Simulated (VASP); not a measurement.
A run of VASP 6.6.1 is set up as follows.

File INCAR:

```
PREC     = Accurate       # precision mode
ENCUT    = 520            # plane-wave cutoff, eV
EDIFF    = 1E-7           # SCF threshold, eV
ISMEAR   = 0              # smearing method
SIGMA    = 0.1            # smearing width, eV
LREAL    = False          # projectors in reciprocal space
LASPH    = True           # aspherical terms in the spheres
NELM     = 80             # most SCF steps
ALGO     = Normal         # electronic algorithm
ISIF     = 2              # what is computed and relaxed
LWAVE    = False          # write WAVECAR
LCHARG   = False          # write CHGCAR
GGA      = PE             # functional
NBANDS   = 20             # bands
```

KPOINTS

```
Automatic mesh
0
Gamma
  8 8 8
```

Contents of POSCAR:

```
AlN2O2
1.0
   -1.7498240900      1.7498240900      4.1016137400
    1.7498240900     -1.7498240900      4.1016137400
    1.7498240900      1.7498240900     -4.1016137400
Al N O
1 2 2
Direct
    0.0000000000      0.0000000000      0.0000000000
    0.7500000000      0.2500000000      0.5000000000
    0.2500000000      0.7500000000      0.5000000000
    0.6237927700      0.6237927700      0.0000000000
    0.3762072300      0.3762072300      0.0000000000
```

Potentials or basis: VASP PAW PBE potentials, release 64 (Al, N, O).

Launch:

```sh
$ cat potpaw_PBE.64/Al/POTCAR potpaw_PBE.64/N/POTCAR potpaw_PBE.64/O/POTCAR > POTCAR
$ mpirun -np 1 vasp_std > vasp.out
```

Task: What does it give for the pressure?

Result: 0.6 GPa.

Task: Estimate the largest force.

Result: 1.499 eV/Å.

Stress tensor (GPa, compression positive):
```
  6.09   0.00   0.00
  0.00   6.09   0.00
  0.00   0.00 -10.28
```

Caveat: an odd number of electrons without spin polarisation forces a metal; a magnetic or distorted state may lie lower.
